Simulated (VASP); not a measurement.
# TiAl (P-6m2) in VASP: a series of runs

Runs on TiAl. Level: LDA. Tasks: single point.

Program: VASP 6.6.1. These are calculated values, not measurements. Logs are shortened: lines on timing, memory, paths and dates and some standing lists are left out, and cuts for length are marked.

## 1. The cell of the first run

The structure is hexagonal, space group P-6m2 (No. 187). The conventional cell has a = 2.812 Å, b = 2.812 Å, c = 4.590 Å, α = 90.00°, β = 90.00°, γ = 120.00°. Ti (site symmetry -6m2) has 6 Al at 2.81 Å and 6 Ti at 2.81 Å within 3.7 Å. Al (site symmetry -6m2) has 6 Ti at 2.81 Å and 6 Al at 2.81 Å within 3.7 Å.

## 2. Single point, LDA, collinear spin (15.72 Å³/atom)

INCAR reads:

```
PREC = Accurate ; ENCUT = 520
EDIFF = 1E-6 ; ISMEAR = 0
SIGMA = 0.15 ; LREAL = False
LASPH = True ; NELM = 150
ALGO = Normal ; ISIF = 2
LWAVE = False ; LCHARG = True
ISPIN = 2 ; MAGMOM = 0.5 0
LORBIT = 11 ; NUPDOWN = 0.5
LMAXMIX = 4 ; LELF = True
LVHAR = True ; NBANDS = 18
```

KPOINTS reads:

```
Automatic mesh
0
Gamma
  21 21 12
```

POSCAR reads:

```
TiAl
1.0
    2.8120068102      0.0000000000      0.0000000000
   -1.4060034051      2.4352693333      0.0000000000
    0.0000000000      0.0000000000      4.5900455634
Ti Al
1 1
Direct
    0.0000000000      0.0000000000      0.0000000000
    0.3333333333      0.6666666667      0.5000000000
```

Potentials or basis: VASP PAW LDA potentials, release 64 (Ti_sv, Al).

Command:

```bash
cat potpaw_LDA.64/Ti_sv/POTCAR potpaw_LDA.64/Al/POTCAR > POTCAR
mpirun -np 1 vasp_std > vasp.out
```

OUTCAR:

```text
PREC = Accurate
   ENCUT = 520
   EDIFF = 1E-6
   ISMEAR = 0
   LREAL = False
   LASPH = True
   NELM = 150
   ISIF = 2
   ISPIN = 2
   LORBIT = 11
   NUPDOWN = 0.5

 ion  position               nearest neighbor table
   1  0.000  0.000  0.000-   2 2.81   2 2.81   2 2.81   2 2.81   2 2.81   2 2.81
   2  0.333  0.667  0.500-   1 2.81   1 2.81   1 2.81   1 2.81   1 2.81   1 2.81

  LATTYP: Found a hexagonal cell.
 ALAT       =     2.8120068102
 C/A-ratio  =     1.6323024350

  Lattice vectors:

 A1 = (   2.8120068102,   0.0000000000,   0.0000000000)
 A2 = (  -1.4060034051,   2.4352693333,   0.0000000000)
 A3 = (   0.0000000000,   0.0000000000,   4.5900455634)

Analysis of symmetry for initial positions (statically):
=====================================================================
 Subroutine PRICEL returns:
 Original cell was already a primitive cell.

 Routine SETGRP: Setting up the symmetry group for a
 hexagonal supercell.

 Subroutine GETGRP returns: Found 12 space group operations
 (whereof 12 operations were pure point group operations)
 out of a pool of 24 trial point group operations.

The static configuration has the point symmetry D_3h.

Analysis of symmetry for dynamics (positions and initial velocities):
=====================================================================
 Subroutine PRICEL returns:
 Original cell was already a primitive cell.

 Routine SETGRP: Setting up the symmetry group for a
 hexagonal supercell.

 Subroutine GETGRP returns: Found 12 space group operations
 (whereof 12 operations were pure point group operations)
 out of a pool of 24 trial point group operations.

The dynamic configuration has the point symmetry D_3h.

Analysis of structural, dynamic, and magnetic symmetry:
=====================================================================
 Subroutine PRICEL returns:
 Original cell was already a primitive cell.

 Routine SETGRP: Setting up the symmetry group for a
 hexagonal supercell.

 Subroutine GETGRP returns: Found 12 space group operations
 (whereof 12 operations were pure point group operations)
 out of a pool of 24 trial point group operations.

The overall configuration has the point symmetry D_3h.

 Subroutine INISYM returns: Found 12 space group operations
 (whereof 12 operations are pure point group operations),
 and found     1 'primitive' translations

----------------------------------------------------------------------------------------

                                     Primitive cell

  volume of cell :      31.4326

  direct lattice vectors                    reciprocal lattice vectors
     2.812006810  0.000000000  0.000000000     0.355617915  0.205316099  0.000000000
    -1.406003405  2.435269333  0.000000000     0.000000000  0.410632198  0.000000000
     0.000000000  0.000000000  4.590045563     0.000000000  0.000000000  0.217862761

  length of vectors
     2.812006810  2.812006810  4.590045563     0.410632198  0.410632198  0.217862761

  position of ions in fractional coordinates (direct lattice)
     0.000000000  0.000000000  0.000000000
     0.333333333  0.666666667  0.500000000

  ion indices of the primitive-cell ions
   primitive index   ion index
                 1           1
                 2           2

----------------------------------------------------------------------------------------

 KPOINTS: Automatic mesh

Automatic generation of k-mesh.
 Grid dimensions read from file:
 generate k-points for:   21   21   12

 Generating k-lattice:

  Cartesian coordinates                     Fractional coordinates (reciprocal lattice)
     0.016934186  0.009776957  0.000000000     0.047619048 -0.000000000  0.000000000
     0.000000000  0.019553914  0.000000000     0.000000000  0.047619048  0.000000000
     0.000000000  0.000000000  0.018155230     0.000000000  0.000000000  0.083333333

  Length of vectors
     0.019553914  0.019553914  0.018155230

  Shift w.r.t. Gamma in fractional coordinates (k-lattice)
     0.000000000  0.000000000  0.000000000

 Subroutine IBZKPT returns following result:
 ===========================================

 Found    336 irreducible k-points:

 Following reciprocal coordinates:
            Coordinates               Weight
  0.000000  0.000000  0.000000      1.000000
  0.047619 -0.000000  0.000000      6.000000
  0.095238  0.000000  0.000000      6.000000
  0.142857  0.000000  0.000000      6.000000
  0.190476  0.000000  0.000000      6.000000
  0.238095  0.000000  0.000000      6.000000
[... 16 lines left out ...]
  0.142857  0.095238  0.000000     12.000000
  0.190476  0.095238  0.000000     12.000000
 [... further k-points ...]
   k-points           NKPTS =    336   k-points in BZ     NKDIM =    336   number of bands    NBANDS=     18
   number of dos      NEDOS =    301   number of ions     NIONS =      2
   total plane-waves  NPLWV =  20736
   dimension x,y,z NGX =    24 NGY =   24 NGZ =   36
   dimension x,y,z NGXF=    48 NGYF=   48 NGZF=   72
   ions per type =               1   1
   NGX,Y,Z   is equivalent  to a cutoff of  14.19, 14.19, 13.04 a.u.
   NGXF,Y,Z  is equivalent  to a cutoff of  28.38, 28.38, 26.08 a.u.
 SYSTEM =  unknown system
   PREC   = accura    normal or accurate (medium, high low for compatibility)
   ISTART =      0    job   : 0-new  1-cont  2-samecut
   ICHARG =      2    charge: 1-file 2-atom 10-const
   ISPIN  =      2    spin polarized calculation?
   LNONCOLLINEAR =      F non collinear calculations
   LSORBIT =      F    spin-orbit coupling
   LASPH  =      T    aspherical Exc in radial PAW
   ENCUT  =  520.0 eV  38.22 Ry    6.18 a.u.   5.23  5.23  8.53*2*pi/ulx,y,z
   NELM   =    150;   NELMIN=  2; NELMDL= -5     # of ELM steps
   EDIFF  = 0.1E-05   stopping-criterion for ELM
   LREAL  =      F    real-space projection
   EDIFFG = 0.1E-04   stopping-criterion for IOM
   NSW    =      0    number of steps for IOM
   IBRION =     -1    ionic relax: 0-MD 1-quasi-New 2-CG
   NFREE  =      0    steps in history (QN), initial steepest desc. (CG)
   ISIF   =      2    stress and relaxation
   ISYM   =      2    0-nonsym 1-usesym 2-fastsym
   POTIM  = 0.5000    time-step for ionic-motion
   TEBEG  =    0.0;   TEEND  =   0.0 temperature during run
   PSTRESS=    0.0 pullay stress
   NELECT =      15.0000    total number of electrons
   NUPDOWN=       0.5000    fix difference up-down
   EMIN   =  10.00;   EMAX   =-10.00  energy-range for DOS
   EFERMI =   0.00;   METHOD = LEGACY
   ISMEAR =     0;   SIGMA  =   0.15  broadening in eV -4-tet -1-fermi 0-gaus
   EFERMI_NEDOS =   21; number of points for ismear=-14 and -15
   IALGO  =     38    algorithm
   IMIX   =      4    mixing-type and parameters
     AMIX     =   0.40;   BMIX     =  1.00
     AMIX_MAG =   1.60;   BMIX_MAG =  1.00
  volume/ion in A,a.u.               =      15.72       106.06
  Fermi-wavevector in a.u.,A,eV,Ry     =   1.279318  2.417560 22.268032  1.636654
  Thomas-Fermi vector in A             =   2.411810
   LORBIT       =     11    0 simple, 1 ext, 2 COOP (PROOUT), +10 PAW based schemes
   GGA     = CA    functional components
   LHFCALC =     F    Hartree Fock is set to
   AEXX    =    0.0000 exact exchange contribution
   IVDW    =     0    specifies the selected vdW correction
   LEPSILON=     F    determine dielectric tensor
   LRPA    =     F    only Hartree local field effects (RPA)
 spin polarized calculation
 Gauss-broadening in eV      SIGMA  =   0.15
  energy-cutoff  :      520.00
  volume of cell :       31.43
 maximum number of plane-waves:       860
 NGX is ok and might be reduce to    24
   NGX = 11   NGY = 11   NGZ = 17

 number of electron      15.0000004 magnetization       0.5000000

 Free energy of the ion-electron system (eV)
  ---------------------------------------------------
  ext. energy  EPLUGINS =         0.00000000
  ---------------------------------------------------
  free energy    TOTEN  =       -13.24218037 eV

  energy without entropy =      -13.21936929  energy(sigma->0) =      -13.23077483

 E-fermi :   8.1948     XC(G=0): -11.4013

 val. band max:        8.3792997469   @ k =   0.2857   0.0476   0.3333
 cond. band min:       8.2012565988   @ k =   0.2857   0.0476   0.5000
 fundamental gap:     -0.1780431482
 Fermi energy:         8.3795452674

 spin component 1

 k-point     1 :       0.0000    0.0000    0.0000
  band No.  band energies     occupation
      1     -47.5645      1.00000
      2     -24.2735      1.00000
      3     -23.7878      1.00000
      4     -23.7878      1.00000
      5      -0.9879      1.00000
      6       5.7575      1.00000
[... 10 lines left out ...]
     17      22.6401      0.00000
     18      25.8238      0.00000
[... 463 lines left out ...]
 k-point    24 :       0.1905    0.0952    0.0000
  band No.  band energies     occupation
      1     -47.5004      1.00000
      2     -24.2125      1.00000
      3     -24.1435      1.00000
      4     -23.8867      1.00000
      5       0.6123      1.00000
      6       6.4557      1.00000
[... 10 lines left out ...]
     17      23.8568      0.00000
     18      25.0927      0.00000

 [... further k-points ...]

 spin component 2

 k-point     1 :       0.0000    0.0000    0.0000
  band No.  band energies     occupation
      1     -47.3285      1.00000
      2     -24.0598      1.00000
      3     -23.5423      1.00000
      4     -23.5423      1.00000
      5      -0.8589      1.00000
      6       6.0468      1.00000
[... 10 lines left out ...]
     17      22.9015      0.00000
     18      25.9560      0.00000
[... 463 lines left out ...]
 k-point    24 :       0.1905    0.0952    0.0000
  band No.  band energies     occupation
      1     -47.2648      1.00000
      2     -23.9988      1.00000
      3     -23.8960      1.00000
      4     -23.6408      1.00000
      5       0.7392      1.00000
      6       6.6264      1.00000
[... 10 lines left out ...]
     17      24.0069      0.00000
     18      25.2899      0.00000

 [... further k-points ...]
[... 5 lines left out ...]
  --------------------------------------------------------------------------------------
  -------------------------------------------------------------------------------------
  Total        0.1409396      0.1409396     -0.1315519      0.0000000      0.0000000      0.0000000
  in kB        7.1839513      7.1839513     -6.7054409      0.0000000      0.0000000      0.0000000
  external PRESSURE =       2.5541539 kB  Pullay stress =       0.0000000 kB

 VOLUME and BASIS-vectors are now :
 -----------------------------------------------------------------------------
  energy-cutoff  :      520.00
  volume of cell :       31.43
      direct lattice vectors                 reciprocal lattice vectors
     2.812006810  0.000000000  0.000000000     0.355617915  0.205316099  0.000000000
    -1.406003405  2.435269333  0.000000000     0.000000000  0.410632198  0.000000000
     0.000000000  0.000000000  4.590045563     0.000000000  0.000000000  0.217862761

 POSITION                                       TOTAL-FORCE (eV/Angst)
 -----------------------------------------------------------------------------------
      0.00000      0.00000      0.00000         0.000000     -0.000000      0.000000
     -0.00000      1.62351      2.29502        -0.000000      0.000000      0.000000
 -----------------------------------------------------------------------------------
    total drift:                                0.000000     -0.000000      0.000000

  FREE ENERGIE OF THE ION-ELECTRON SYSTEM (eV)
  ---------------------------------------------------
  free  energy   TOTEN  =       -13.2421803674 eV

  energy  without entropy=      -13.2193692905  energy(sigma->0) =      -13.23077483

 total charge

# of ion       s       p       d       tot
------------------------------------------
    1        2.231   6.142   1.980  10.354
    2        0.440   0.402   0.000   0.842
--------------------------------------------------
tot          2.671   6.545   1.980  11.196

 magnetization (x)

# of ion       s       p       d       tot
------------------------------------------
    1        0.005   0.031   0.256   0.292
    2        0.002   0.013   0.000   0.015
--------------------------------------------------
tot          0.007   0.044   0.256   0.307
```

Wall time 2.4 min (1 thread of Intel Xeon Platinum 8488C (Sapphire Rapids), shared host); peak memory 0.37 GiB.

Results:

| Item | Value |
| --- | --- |
| Free energy | -13.2422 eV |
| Pressure | 0.3 GPa |
| Net moment | 0.50 μB per cell |
| Site moments | Ti +0.29; Al +0.01 μB |
| Valence electrons inside the program's atomic spheres | Ti 10.35; Al 0.84 |

Caveat: the total moment is fixed, so each spin has its own Fermi level.

## 3. Single point, LDA, collinear spin (15.72 Å³/atom)

INCAR reads:

```
ALGO = Normal ; EDIFF = 1E-6
ENCUT = 520 ; GGA = CA
ISIF = 2 ; ISMEAR = 0
ISPIN = 2 ; LASPH = T
LCHARG = F ; LMAXMIX = 4
LORBIT = 11 ; LREAL = F
LWAVE = F ; MAGMOM = 0.25 0
NBANDS = 18 ; NELM = 150
NUPDOWN = 0.25 ; PREC = Accurate
SIGMA = 0.15
```

KPOINTS reads:

```
k-points
0
Gamma
  21 21 12
```

POSCAR is that of step 2.

Potentials or basis: VASP PAW LDA potentials, release 64 (Ti_sv, Al).

Command:

```bash
cat potpaw_LDA.64/Ti_sv/POTCAR potpaw_LDA.64/Al/POTCAR > POTCAR
mpirun -np 1 vasp_std > vasp.out
```

Run time: 2.4 min. Hardware: 1 thread of Intel Xeon Platinum 8488C (Sapphire Rapids), shared host; peak memory 0.37 GiB.

The run converged. Its results:

```yaml
Free_energy: -13.2580 eV
Pressure: 0.1 GPa
Net_moment: 0.25 μB per cell
Site_moments: Ti +0.14; Al +0.01 μB
Valence_electrons_inside_the_program's_atomic_spheres: Ti 10.35; Al 0.84
```

Stress tensor (GPa, compression positive):
```
 0.27  0.00  0.00
 0.00  0.27  0.00
 0.00  0.00 -0.14
```

Caveat: the total moment is fixed, so each spin has its own Fermi level.

## 4. Single point, LDA, collinear spin (14.46 Å³/atom)

This run uses another cell than the first one, of 14.46 Å³/atom.

INCAR reads:

```
  PREC = Accurate
  ENCUT = 520
  EDIFF = 1E-6
  ISMEAR = 0
  SIGMA = 0.15
  LREAL = F
  LASPH = T
  NELM = 150
  ALGO = Fast
  ISIF = 2
  LWAVE = F
  LCHARG = F
  ISPIN = 2
  MAGMOM = 0.75 0
  LORBIT = 11
  NUPDOWN = 0.75
  LMAXMIX = 4
  NBANDS = 18
```

KPOINTS reads:

```
Automatic mesh
0
Gamma
  21 21 12
```

POSCAR reads:

```
TiAl
1.0
    2.7349265319      0.0000000000      0.0000000000
   -1.3674632659      2.3685158541      0.0000000000
    0.0000000000      0.0000000000      4.4642272374
Ti Al
1 1
Direct
    0.0000000000      0.0000000000      0.0000000000
    0.3333333333      0.6666666667      0.5000000000
```

Command:

```bash
cat potpaw_LDA.64/Ti_sv/POTCAR potpaw_LDA.64/Al/POTCAR > POTCAR
mpirun -np 1 vasp_std > vasp.out
```

Run time: 3.9 min. Hardware: 1 thread of Intel Xeon 6975P-C (Granite Rapids), shared host; peak memory 0.34 GiB.

The run converged. Its results:

```
Free energy                                           : -13.1136 eV
Pressure                                              : 12.2 GPa
Net moment                                            : 0.75 μB per cell
Site moments                                          : Ti +0.44; Al +0.03 μB
Valence electrons inside the program's atomic spheres : Ti 10.47; Al 0.88
```

Stress tensor (GPa, compression positive):
```
12.54  0.00  0.00
 0.00 12.54  0.00
 0.00  0.00 11.58
```

Caveat: the cell stands under pressure; the total moment is fixed, so each spin has its own Fermi level.

## 5. Summary

```tsv
fixed moment (μB)	cell	pressure (GPa)	moment (μB)
0.5	a = 2.812, b = 2.812, c = 4.590 Å, angles 90.0, 90.0, 120.0°, 2 atoms	0.3	0.50
0.25	a = 2.812, b = 2.812, c = 4.590 Å, angles 90.0, 90.0, 120.0°, 2 atoms	0.1	0.25
0.75	a = 2.735, b = 2.735, c = 4.464 Å, angles 90.0, 90.0, 120.0°, 2 atoms	12.2	0.75
```

Alike in all rows: task single point; level LDA; potentials or basis VASP PAW LDA potentials, release 64 (Ti_sv, Al); spin collinear; k mesh 21 × 21 × 12; cutoff (eV) 520; smearing gaussian 0.15 eV.

Caveats: the total moment is fixed, so each spin has its own Fermi level; the cell stands under pressure (at least some runs).

Absolute energies hang on the potentials; compare differences alone.
